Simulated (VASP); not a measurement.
# SiO2 (P4_12_12) in VASP: a series of runs, part 2 of 2

VASP 6.6.1. The steps go on from the part before.

## Step 3: Electric field gradients, r2SCAN

Contents of POSCAR:

```
SiO2
1.0
    4.9780000000      0.0000000000      0.0000000000
    0.0000000000      4.9780000000      0.0000000000
    0.0000000000      0.0000000000      6.9480000000
Si O
4 8
Direct
    0.3043136979      0.3043136979      0.0000000000
    0.1956863021      0.8043136979      0.2500000000
    0.6956863021      0.6956863021      0.5000000000
    0.8043136979      0.1956863021      0.7500000000
    0.2368485857      0.1149240455      0.1843524453
    0.3850759545      0.7368485857      0.4343524453
    0.7631514143      0.8850759545      0.6843524453
    0.6149240455      0.2631514143      0.9343524453
    0.7368485857      0.3850759545      0.5656475547
    0.8850759545      0.7631514143      0.3156475547
    0.2631514143      0.6149240455      0.0656475547
    0.1149240455      0.2368485857      0.8156475547
```

Contents of INCAR.step1:

```
  ALGO = Normal
  EDIFF = 1E-4
  ENCUT = 520
  GGA = PE
  ISMEAR = -1
  LASPH = T
  LCHARG = F
  LREAL = F
  LWAVE = T
  NBANDS = 44
  NELM = 100
  PREC = Accurate
  SIGMA = 0.02
```

Contents of INCAR.step2:

```
  ALGO = Normal
  EDIFF = 1E-8
  ENCUT = 520
  ISIF = 2
  ISMEAR = -1
  ISTART = 1
  LASPH = T
  LCHARG = F
  LEFG = T
  LMIXTAU = T
  LREAL = F
  LWAVE = F
  METAGGA = R2SCAN
  NBANDS = 44
  NELM = 100
  PREC = Accurate
  SIGMA = 0.02
```

Contents of KPOINTS:

```
k-points
0
Gamma
  5 5 4
```

Potentials or basis: VASP PAW PBE potentials, release 64 (Si, O).

Command:

```
> cat potpaw_PBE.64/Si/POTCAR potpaw_PBE.64/O/POTCAR > POTCAR
> cp INCAR.step1 INCAR
> mpirun -np 1 vasp_std > vasp.out
> cp INCAR.step2 INCAR
> mpirun -np 1 vasp_std > vasp.out
```

OUTCAR:

```text
EDIFF = 1E-8
   ENCUT = 520
   ISIF = 2
   ISMEAR = -1
   ISTART = 1
   LASPH = T
   LREAL = F
   METAGGA = R2SCAN
   NELM = 100
   PREC = Accurate

 ion  position               nearest neighbor table
   1  0.304  0.304  0.000-   8 1.63  11 1.63   5 1.63  12 1.63   2 3.08   4 3.08   2 3.08   4 3.08

   2  0.196  0.804  0.250-   5 1.63  10 1.63   6 1.63  11 1.63   1 3.08   3 3.08   1 3.08   3 3.08

   3  0.696  0.696  0.500-   6 1.63   9 1.63   7 1.63  10 1.63   2 3.08   4 3.08   4 3.08   2 3.08

   4  0.804  0.196  0.750-   7 1.63  12 1.63   9 1.63   8 1.63   1 3.08   3 3.08   3 3.08   1 3.08

   5  0.237  0.115  0.184-   2 1.63   1 1.63
   6  0.385  0.737  0.434-   3 1.63   2 1.63
   7  0.763  0.885  0.684-   4 1.63   3 1.63
   8  0.615  0.263  0.934-   1 1.63   4 1.63
   9  0.737  0.385  0.566-   3 1.63   4 1.63
  10  0.885  0.763  0.316-   2 1.63   3 1.63
  11  0.263  0.615  0.066-   1 1.63   2 1.63
  12  0.115  0.237  0.816-   4 1.63   1 1.63

  LATTYP: Found a simple tetragonal cell.
 ALAT       =     4.9780000000
 C/A-ratio  =     1.3957412616

  Lattice vectors:

 A1 = (   4.9780000000,   0.0000000000,   0.0000000000)
 A2 = (   0.0000000000,   4.9780000000,   0.0000000000)
[... 1091 lines left out ...]
   2       0.304     0.304    -0.609    -0.183     2.565     2.565
   3       0.304     0.304    -0.609     0.183    -2.565     2.565
   4       0.304     0.304    -0.609    -0.183    -2.565    -2.565
   5     -48.814    44.046     4.768    19.054   -14.750   -56.990
   6      44.046   -48.814     4.768   -19.054    56.990   -14.750
   7     -48.814    44.046     4.768    19.054    14.750    56.990
   8      44.046   -48.814     4.768   -19.054   -56.990    14.750
   9     -48.814    44.046     4.768   -19.054    14.750   -56.990
  10      44.046   -48.814     4.768    19.054   -56.990   -14.750
  11     -48.814    44.046     4.768   -19.054   -14.750    56.990
  12      44.046   -48.814     4.768    19.054    56.990    14.750
---------------------------------------------------------------------

 Electric field gradients after diagonalization (V/A^2)
 (convention: |V_zz| > |V_xx| > |V_yy|)
----------------------------------------------------------------------
 ion       V_xx      V_yy      V_zz     asymmetry (V_yy - V_xx)/ V_zz
----------------------------------------------------------------------
   1       3.402     0.488    -3.890       0.749
   2       3.402     0.488    -3.890       0.749
   3       3.402     0.488    -3.890       0.749
   4       3.402     0.488    -3.890       0.749
   5     -53.074   -35.821    88.896       0.194
   6     -53.074   -35.821    88.896       0.194
   7     -53.074   -35.821    88.896       0.194
   8     -53.074   -35.821    88.896       0.194
   9     -53.074   -35.821    88.896       0.194
  10     -53.074   -35.821    88.896       0.194
  11     -53.074   -35.821    88.896       0.194
  12     -53.074   -35.821    88.896       0.194
----------------------------------------------------------------------

           NMR quadrupolar parameters

 Cq : quadrupolar parameter    Cq=e*Q*V_zz/h
 eta: asymmetry parameters     (V_yy - V_xx)/ V_zz
 Q  : nuclear electric quadrupole moment in mb (millibarn)
----------------------------------------------------------------------
 ion       Cq(MHz)       eta       Q (mb)
----------------------------------------------------------------------
   1      -0.009       0.749       1.000
   2      -0.009       0.749       1.000
   3      -0.009       0.749       1.000
   4      -0.009       0.749       1.000
   5       0.215       0.194       1.000
   6       0.215       0.194       1.000
   7       0.215       0.194       1.000
   8       0.215       0.194       1.000
   9       0.215       0.194       1.000
  10       0.215       0.194       1.000
  11       0.215       0.194       1.000
  12       0.215       0.194       1.000
----------------------------------------------------------------------
```

Run time: 8.2 min. Hardware: 1 thread of Intel Xeon Platinum 8259CL at 2.50GHz (Skylake/Cascade Lake), shared host; peak memory 0.35 GiB.

Results:

- Free energy: -119.1220 eV
- Pressure: -3.4 GPa
- Largest force: 0.293 eV/Å
- Band gap on the k mesh: 6.26 eV
- Largest electric field gradient by atom: Si -3.9; O +88.9 V/Å²

Forces on the atoms (eV/Å):
```
Si   0.053  0.053  0.000
Si  -0.053  0.053  0.000
Si  -0.053 -0.053  0.000
Si   0.053 -0.053  0.000
O    0.047 -0.148 -0.249
O    0.148  0.047 -0.249
O   -0.047  0.148 -0.249
O   -0.148 -0.047 -0.249
O    0.047  0.148  0.249
O    0.148 -0.047  0.249
O   -0.047 -0.148  0.249
O   -0.148  0.047  0.249
```

Electric field gradients, principal values (V/Å²):
```csv
atom,least,middle,greatest (by size)
1 Si,0.488,3.402,-3.890
2 Si,0.488,3.402,-3.890
3 Si,0.488,3.402,-3.890
4 Si,0.488,3.402,-3.890
5 O,-35.821,-53.074,88.896
6 O,-35.821,-53.074,88.896
7 O,-35.821,-53.074,88.896
8 O,-35.821,-53.074,88.896
9 O,-35.821,-53.074,88.896
10 O,-35.821,-53.074,88.896
11 O,-35.821,-53.074,88.896
12 O,-35.821,-53.074,88.896
```

Caveat: the cell stands under tension; without QUAD_EFG the Cq values of the log hold for a quadrupole moment of 1 mb, not for the nuclei; the PAW data sets were made with another functional, which shifts forces and pressure a little.
